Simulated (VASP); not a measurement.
Here is a VASP 6.6.1 calculation.

Contents of INCAR:

```
SYSTEM = Au
PREC = Accurate ; ENCUT = 500
EDIFF = 1E-7 ; ISMEAR = 0
SIGMA = 0.1 ; LREAL = .False.
LASPH = .True. ; NELM = 120
ALGO = Normal ; ISIF = 3
LWAVE = .False. ; LCHARG = .False.
GGA = PE ; IBRION = 2
NSW = 90 ; EDIFFG = -0.0325
GGA_COMPAT = .False. ; NELMIN = 4
```

The input KPOINTS:

```
Automatic mesh
0
Gamma
  6 6 6
  0 0 0
```

POSCAR

```
Au
1.0
    4.0615496088      0.0000000000      0.0000000000
    0.0000000000      4.0615496088      0.0000000000
    0.0000000000      0.0000000000      4.0615496088
Au
3
Direct
    0.0000000000      0.5000000000      0.5000000000
    0.5000000000      0.0000000000      0.5000000000
    0.5000000000      0.5000000000      0.0000000000
```

Potentials or basis: VASP PAW PBE potentials, release 64 (Au).

Command:

```sh
$ cat potpaw_PBE.64/Au/POTCAR > POTCAR
$ mpirun -np 1 vasp_std > vasp.out
```

Q: Estimate the space group after relaxing (to 0.05 Å).

A: Pm-3m (No. 221).

Q: Predict the relaxed cell.

A: a = 3.981 Å, b = 3.981 Å, c = 3.981 Å, α = 90.00°, β = 90.00°, γ = 90.00°.

The path:
```tsv
step	energy change (eV)	largest force (eV/Å)	pressure (GPa)	volume (Å³)
1	0.0000	0.0000	-5.61	67.00
2	-0.0038	0.0000	7.11	59.70
3	-0.0739	0.0000	-0.06	63.10
```
